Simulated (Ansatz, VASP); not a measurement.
# One calculation of Pt, two programs

POSCAR

```
Pt
1.0
    0.0000000000      1.9705765473      1.9705765473
    1.9705765473      0.0000000000      1.9705765473
    1.9705765473      1.9705765473      0.0000000000
Pt
1
Direct
    0.0000000000      0.0000000000      0.0000000000
```

Contents of INCAR.step1:

```
  PREC = Accurate
  ENCUT = 520
  ISMEAR = 1
  SIGMA = 0.2
  LREAL = False
  LASPH = True
  NELM = 60
  NBANDS = 11
  GGA = PE
  ALGO = Normal
  EDIFF = 1E-4
  LWAVE = True
  LCHARG = False
```

File INCAR.step2:

```
  PREC = Accurate
  ENCUT = 520
  EDIFF = 1E-6
  ISMEAR = 1
  SIGMA = 0.2
  LREAL = False
  LASPH = True
  NELM = 60
  ALGO = Normal
  ISIF = 2
  LWAVE = False
  LCHARG = False
  METAGGA = R2SCAN
  LMIXTAU = True
  NBANDS = 11
  ISTART = 1
```

Contents of KPOINTS:

```
Automatic mesh
0
Gamma
  14 14 14
```

Input for Ansatz:

```yaml
crystal:
  lattice:
    - [0.0, 1.9705765473, 1.9705765473]
    - [1.9705765473, 0.0, 1.9705765473]
    - [1.9705765473, 1.9705765473, 0.0]
  atoms:
    - { symbol: Pt, position: [0.0, 0.0, 0.0] }
hamiltonian:
  xc: r2scan
  pseudopotentials:
    kind: paw
    azcp:
      Pt: "pseudopotentials/Pt.paw.azcp"
basis:
  ecutwfc: 500
  fft_grid_basis: typed
kpoints:
  mp_grid: { grid: [14, 14, 14], shift: [0, 0, 0] }
magnetization:
  spin_polarized: false
scf:
  occupations: { method: cold, width: 0.2 }
  lower_state_search: "off"
output:
  stress: true
  write_density: true
  write_potential: true
  elf: true
  volumetric_format: npy
```

Alike in both runs: task single point; functional r2SCAN; k mesh 14 × 14 × 14; no spin polarisation.

```csv
,VASP,Ansatz
version,VASP 6.6.1,Ansatz 0.2.0
potentials or method,"VASP PAW PBE potentials, release 64 (Pt), cutoff 520 eV","plane waves (500 eV) with PAW, scalar-relativistic"
occupations,"methfessel-paxton of order 1, width 0.2 eV","cold, width 0.2 eV"
valence electrons in the cell,10,18
```

|  | VASP | Ansatz | Ansatz less VASP |
| --- | --- | --- | --- |
| pressure (GPa) | 0.3 | -0.5 | -0.73 |

VASP's potentials were made for PBE, not for r2SCAN. VASP's potentials hold 10 valence electrons a cell and Ansatz's 18, so a difference there can come from the potentials and not from the codes.

Neither program's run includes spin-orbit coupling.
